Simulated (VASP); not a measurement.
The system is CdSe.

```
Cd Se
1.0
     0.00000    2.83512    2.83512
     2.83512    0.00000    2.83512
     2.83512    2.83512    0.00000
Cd Se
1 1
Cartesian
  0.0000 0.0000 0.0000
  2.8351 2.8351 2.8351
```

Base run:

```yaml
Program: VASP 6.6.1
Functional: r2SCAN
Potentials_or_basis: VASP PAW PBE potentials, release 64 (Cd, Se)
Cutoff: 520 eV
k_mesh: 8 × 8 × 8
Occupations: fermi-dirac, width 0.05 eV
Spin: no spin polarisation
```

Its results: pressure 1.0 GPa.

The run is repeated on the same cell with these changes: functional from r2SCAN to PBEsol. What comes out?

Pressure -1.1 GPa.

Caveats: the PAW data sets were made with another functional, which shifts forces and pressure a little.
